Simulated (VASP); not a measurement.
# CdSiSb2 (P-4m2) in VASP: single point with PBE

Aim: the single point of CdSiSb2 with PBE.

Everything below comes from runs of VASP 6.6.1. Logs are shortened: lines on timing, memory, paths and dates and some standing lists are left out, and cuts for length are marked.

## Step 1: The cell of the first run

It takes space group P-4m2 (No. 115, tetragonal). Conventional cell: a = 4.346 Å, b = 4.346 Å, c = 6.462 Å, α = 90.00°, β = 90.00°, γ = 90.00°. Within 3.7 Å of Cd (site symmetry -4m2) lie 4 Sb at 2.78 Å. Within 3.5 Å of Sb (site symmetry 2mm) lie 2 Si at 2.64 Å and 2 Cd at 2.78 Å. Within 3.5 Å of Si (site symmetry -4m2) lie 4 Sb at 2.64 Å.

## Step 2: Single point, PBE, non-collinear spin, zero start, spin-orbit coupling

INCAR

```
PREC = Accurate
ENCUT = 520
EDIFF = 1E-6
ISMEAR = -1
SIGMA = 0.02
LREAL = F
LASPH = T
NELM = 150
ALGO = Normal
ISIF = 2
LWAVE = F
LCHARG = F
MAGMOM = 0 0 0 0 0 0 0 0 0 0 0 0
LORBIT = 11
LSORBIT = T
GGA_COMPAT = F
LORBMOM = T
GGA = PE
NBANDS = 40
```

KPOINTS

```
Automatic mesh
0
Gamma
  6 6 4
```

POSCAR

```
CdSiSb2
1.0
    4.3462136371      0.0000000000      0.0000000000
    0.0000000000      4.3462136371      0.0000000000
    0.0000000000      0.0000000000      6.4620353500
Cd Sb Si
1 2 1
Direct
    0.0000000000      0.0000000000      0.0000000000
    0.0000000000      0.5000000000      0.2671719489
    0.5000000000      0.0000000000      0.7328280511
    0.5000000000      0.5000000000      0.5000000000
```

Potentials or basis: VASP PAW PBE potentials, release 64 (Cd, Sb, Si).

Started as:

```console
> cat potpaw_PBE.64/Cd/POTCAR potpaw_PBE.64/Sb/POTCAR potpaw_PBE.64/Si/POTCAR > POTCAR
> mpirun -np 1 vasp_ncl > vasp.out
```

OUTCAR:

```text
PREC = Accurate
   ENCUT = 520
   EDIFF = 1E-6
   ISMEAR = -1
   LREAL = F
   LASPH = T
   NELM = 150
   ISIF = 2
   LORBIT = 11
   LSORBIT = T
   GGA = PE

 ion  position               nearest neighbor table
   1  0.000  0.000  0.000-   2 2.78   3 2.78   2 2.78   3 2.78
   2  0.000  0.500  0.267-   4 2.64   4 2.64   1 2.78   1 2.78
   3  0.500  0.000  0.733-   4 2.64   4 2.64   1 2.78   1 2.78
   4  0.500  0.500  0.500-   2 2.64   3 2.64   3 2.64   2 2.64

  LATTYP: Found a simple tetragonal cell.
 ALAT       =     4.3462136371
 C/A-ratio  =     1.4868195375

  Lattice vectors:

 A1 = (   4.3462136371,   0.0000000000,   0.0000000000)
 A2 = (   0.0000000000,   4.3462136371,   0.0000000000)
 A3 = (   0.0000000000,   0.0000000000,   6.4620353500)

Analysis of symmetry for initial positions (statically):
=====================================================================
 Subroutine PRICEL returns:
 Original cell was already a primitive cell.

 Routine SETGRP: Setting up the symmetry group for a
 simple tetragonal supercell.

 Subroutine GETGRP returns: Found  8 space group operations
 (whereof  8 operations were pure point group operations)
 out of a pool of 16 trial point group operations.

The static configuration has the point symmetry D_2d.

Analysis of symmetry for dynamics (positions and initial velocities):
=====================================================================
 Subroutine PRICEL returns:
 Original cell was already a primitive cell.

 Routine SETGRP: Setting up the symmetry group for a
 simple tetragonal supercell.

 Subroutine GETGRP returns: Found  8 space group operations
 (whereof  8 operations were pure point group operations)
 out of a pool of 16 trial point group operations.

The dynamic configuration has the point symmetry D_2d.

Analysis of structural, dynamic, and magnetic symmetry:
=====================================================================
 Subroutine PRICEL returns:
 Original cell was already a primitive cell.

 Routine SETGRP: Setting up the symmetry group for a
 simple tetragonal supercell.

 Subroutine GETGRP returns: Found  8 space group operations
 (whereof  8 operations were pure point group operations)
 out of a pool of 16 trial point group operations.

The overall configuration has the point symmetry D_2d.

 Subroutine INISYM returns: Found  8 space group operations
 (whereof  8 operations are pure point group operations),
 and found     1 'primitive' translations

----------------------------------------------------------------------------------------

                                     Primitive cell

  volume of cell :     122.0651

  direct lattice vectors                    reciprocal lattice vectors
     4.346213637  0.000000000  0.000000000     0.230085330  0.000000000  0.000000000
     0.000000000  4.346213637  0.000000000     0.000000000  0.230085330  0.000000000
     0.000000000  0.000000000  6.462035350     0.000000000  0.000000000  0.154750005

  length of vectors
     4.346213637  4.346213637  6.462035350     0.230085330  0.230085330  0.154750005

  position of ions in fractional coordinates (direct lattice)
     0.000000000  0.000000000  0.000000000
     0.000000000  0.500000000  0.267171949
     0.500000000  0.000000000  0.732828051
     0.500000000  0.500000000  0.500000000

  ion indices of the primitive-cell ions
   primitive index   ion index
                 1           1
                 2           2
                 3           3
                 4           4

----------------------------------------------------------------------------------------

 KPOINTS: Automatic mesh

Automatic generation of k-mesh.
 Grid dimensions read from file:
 generate k-points for:    6    6    4

 Generating k-lattice:

  Cartesian coordinates                     Fractional coordinates (reciprocal lattice)
     0.038347555  0.000000000  0.000000000     0.166666667  0.000000000  0.000000000
     0.000000000  0.038347555  0.000000000     0.000000000  0.166666667  0.000000000
     0.000000000  0.000000000  0.038687501     0.000000000  0.000000000  0.250000000

  Length of vectors
     0.038347555  0.038347555  0.038687501

  Shift w.r.t. Gamma in fractional coordinates (k-lattice)
     0.000000000  0.000000000  0.000000000

 Subroutine IBZKPT returns following result:
 ===========================================

 Found     36 irreducible k-points:

 Following reciprocal coordinates:
            Coordinates               Weight
  0.000000  0.000000  0.000000      1.000000
  0.166667  0.000000  0.000000      4.000000
  0.333333  0.000000  0.000000      4.000000
  0.500000  0.000000  0.000000      2.000000
[... 54 lines left out ...]
   ISMEAR =    -1;   SIGMA  =   0.02  broadening in eV -4-tet -1-fermi 0-gaus
   EFERMI_NEDOS =   21; number of points for ismear=-14 and -15
   IALGO  =     38    algorithm
   IMIX   =      4    mixing-type and parameters
     AMIX     =   0.40;   BMIX     =  1.00
     AMIX_MAG =   1.60;   BMIX_MAG =  1.00
  volume/ion in A,a.u.               =      30.52       205.93
  Fermi-wavevector in a.u.,A,eV,Ry     =   0.977692  1.847570 13.005563  0.955882
  Thomas-Fermi vector in A             =   2.108409
   LORBIT       =     11    0 simple, 1 ext, 2 COOP (PROOUT), +10 PAW based schemes
   GGA     = PE    functional components
   LHFCALC =     F    Hartree Fock is set to
   AEXX    =    0.0000 exact exchange contribution
   IVDW    =     0    specifies the selected vdW correction
   LEPSILON=     F    determine dielectric tensor
   LRPA    =     F    only Hartree local field effects (RPA)
  energy-cutoff  :      520.00
  volume of cell :      122.07
 maximum number of plane-waves:      6640
   NGX = 17   NGY = 17   NGZ = 25

 number of electron      25.9999992 magnetization       0.0000000     -0.0000000      0.0000000

 number of electron      25.9999992 magnetization       0.0000000      0.0000000      0.0000000

 number of electron      25.9999992 magnetization      -0.0000000     -0.0000000     -0.0000000

 number of electron      25.9999992 magnetization      -0.0000000      0.0000000     -0.0000000

 Free energy of the ion-electron system (eV)
  ---------------------------------------------------
  ext. energy  EPLUGINS =         0.00000000
  ---------------------------------------------------
  free energy    TOTEN  =       -14.09223440 eV

  energy without entropy =      -14.09100920  energy(sigma->0) =      -14.09162180

 E-fermi :   4.3711     XC(G=0):  -8.8147

 val. band max:        4.3289787088   @ k =   0.1667   0.0000   0.0000
 cond. band min:       4.4022145808   @ k =   0.3333   0.0000   0.2500
 fundamental gap:      0.0732358720
 Fermi energy:         4.3711219783

 k-point     1 :       0.0000    0.0000    0.0000
  band No.  band energies     occupation
      1      -7.2276      1.00000
      2      -7.2276      1.00000
      3      -5.5068      1.00000
      4      -5.5068      1.00000
      5      -4.7979      1.00000
      6      -4.7979      1.00000
[... 973 lines left out ...]
     37       9.4883      0.00000
     38       9.5822      0.00000

 [... further k-points ...]

 [bands above 38 left out]

------------------------ aborting loop because EDIFF is reached ----------------------------------------

  FORCE on cell =-STRESS in cart. coord.  units (eV):
  Direction    XX          YY          ZZ          XY          YZ          ZX
  --------------------------------------------------------------------------------------
  -------------------------------------------------------------------------------------
  Total        1.2522348      1.2522348      1.0990889      0.0000000      0.0000000      0.0000000
  in kB       16.4363311     16.4363311     14.4261992      0.0000000      0.0000000      0.0000000
  external PRESSURE =      15.7662872 kB  Pullay stress =       0.0000000 kB

 VOLUME and BASIS-vectors are now :
 -----------------------------------------------------------------------------
  energy-cutoff  :      520.00
  volume of cell :      122.07
      direct lattice vectors                 reciprocal lattice vectors
     4.346213637  0.000000000  0.000000000     0.230085330  0.000000000  0.000000000
     0.000000000  4.346213637  0.000000000     0.000000000  0.230085330  0.000000000
     0.000000000  0.000000000  6.462035350     0.000000000  0.000000000  0.154750005

 POSITION                                       TOTAL-FORCE (eV/Angst)
 -----------------------------------------------------------------------------------
      0.00000      0.00000      0.00000         0.000000      0.000000      0.000000
      0.00000      2.17311      1.72647         0.000000      0.000000     -0.004164
      2.17311      0.00000      4.73556         0.000000      0.000000      0.004164
      2.17311      2.17311      3.23102         0.000000     -0.000000      0.000000
 -----------------------------------------------------------------------------------
    total drift:                               -0.000000      0.000000      0.000000

  FREE ENERGIE OF THE ION-ELECTRON SYSTEM (eV)
  ---------------------------------------------------
  free  energy   TOTEN  =       -14.0922343992 eV

  energy  without entropy=      -14.0910091962  energy(sigma->0) =      -14.09162180

 orbital moment (x)

 # of ion     p       d       tot
 ----------------------------------------
  1         0.000  -0.000  -0.000
  2         0.000   0.000   0.000
  3         0.000   0.000   0.000
  4         0.000   0.000   0.000
 ----------------------------------------
            0.000  -0.000  -0.000

 orbital moment (y)

 # of ion     p       d       tot
 ----------------------------------------
  1        -0.000  -0.000  -0.000
  2        -0.000  -0.000  -0.000
  3         0.000  -0.000   0.000
  4        -0.000   0.000  -0.000
 ----------------------------------------
           -0.000  -0.000  -0.000

 orbital moment (z)

 # of ion     p       d       tot
 ----------------------------------------
  1         0.000  -0.000  -0.000
  2         0.000   0.000   0.000
  3         0.000   0.000   0.000
  4         0.000   0.000   0.000
 ----------------------------------------
            0.000  -0.000  -0.000

 Spin-Orbit-Coupling matrix elements

 Ion:    1  E_soc:     -0.0646053
 l=   1
     0.0000000    -0.0037912    -0.0036416
    -0.0037912     0.0000000    -0.0037912
    -0.0036416    -0.0037912     0.0000000
 l=   2
     0.0000000    -0.0014224     0.0000000    -0.0014224    -0.0057313
    -0.0014224     0.0000000    -0.0042945    -0.0012955    -0.0013091
     0.0000000    -0.0042945     0.0000000    -0.0042945     0.0000000
    -0.0014224    -0.0012955    -0.0042945     0.0000000    -0.0013091
    -0.0057313    -0.0013091     0.0000000    -0.0013091     0.0000000
 l=   3
     0.0000000     0.0000000     0.0000000     0.0000000     0.0000000     0.0000000     0.0000000
     0.0000000     0.0000000     0.0000000     0.0000000     0.0000000     0.0000000     0.0000000
     0.0000000     0.0000000     0.0000000     0.0000000     0.0000000     0.0000000     0.0000000
     0.0000000     0.0000000     0.0000000     0.0000000     0.0000000     0.0000000     0.0000000
[... 49 lines left out ...]
 l=   2
     0.0000000     0.0000000     0.0000000     0.0000000     0.0000000
     0.0000000     0.0000000     0.0000000     0.0000000     0.0000000
     0.0000000     0.0000000     0.0000000     0.0000000     0.0000000
     0.0000000     0.0000000     0.0000000     0.0000000     0.0000000
     0.0000000     0.0000000     0.0000000     0.0000000     0.0000000
 l=   3
     0.0000000     0.0000000     0.0000000     0.0000000     0.0000000     0.0000000     0.0000000
     0.0000000     0.0000000     0.0000000     0.0000000     0.0000000     0.0000000     0.0000000
     0.0000000     0.0000000     0.0000000     0.0000000     0.0000000     0.0000000     0.0000000
     0.0000000     0.0000000     0.0000000     0.0000000     0.0000000     0.0000000     0.0000000
     0.0000000     0.0000000     0.0000000     0.0000000     0.0000000     0.0000000     0.0000000
     0.0000000     0.0000000     0.0000000     0.0000000     0.0000000     0.0000000     0.0000000
     0.0000000     0.0000000     0.0000000     0.0000000     0.0000000     0.0000000     0.0000000

 total charge

# of ion       s       p       d       tot
------------------------------------------
    1        0.519   0.372   9.492  10.383
    2        1.138   1.307   0.028   2.473
    3        1.138   1.307   0.028   2.473
    4        0.793   0.776   0.000   1.569
--------------------------------------------------
tot          3.588   3.763   9.548  16.899

 magnetization (x)

# of ion       s       p       d       tot
------------------------------------------
    1        0.000   0.000   0.000   0.000
    2       -0.000   0.000   0.000  -0.000
    3        0.000   0.000   0.000   0.000
    4        0.000  -0.000   0.000  -0.000
--------------------------------------------------
tot         -0.000   0.000   0.000   0.000

 magnetization (y)

# of ion       s       p       d       tot
------------------------------------------
    1        0.000   0.000   0.000   0.000
    2       -0.000   0.000  -0.000   0.000
    3        0.000   0.000  -0.000   0.000
    4        0.000   0.000   0.000   0.000
--------------------------------------------------
tot          0.000   0.000   0.000   0.000

 magnetization (z)

# of ion       s       p       d       tot
------------------------------------------
    1        0.000   0.000   0.000   0.000
    2        0.000   0.000  -0.000   0.000
    3        0.000   0.000   0.000   0.000
    4        0.000   0.000   0.000   0.000
--------------------------------------------------
tot          0.000   0.000   0.000   0.000
```

Run time: 3.3 min. Hardware: 1 thread of Intel Xeon Platinum 8259CL at 2.50GHz (Skylake/Cascade Lake), shared host; peak memory 0.57 GiB.

Results:

```yaml
Free_energy: -14.0922 eV
Pressure: 1.6 GPa
Largest_force: 0.004 eV/Å
Net_moment: 0.00 μB per cell
Valence_electrons_inside_the_program's_atomic_spheres: Cd 10.38; Sb 2.47; Si 1.57
```

Forces in eV/Å, atoms in the order of the input:
```
Cd   0.000  0.000  0.000
Sb   0.000  0.000 -0.004
Sb   0.000  0.000  0.004
Si   0.000  0.000  0.000
```

Stress tensor (GPa, compression positive):
```
1.64 0.00 0.00
0.00 1.64 0.00
0.00 0.00 1.44
```

Moments on the atoms (μB; x, y, z):
```
Cd  0.00 0.00 0.00
Sb  0.00 0.00 0.00
Sb  0.00 0.00 0.00
Si  0.00 0.00 0.00
```
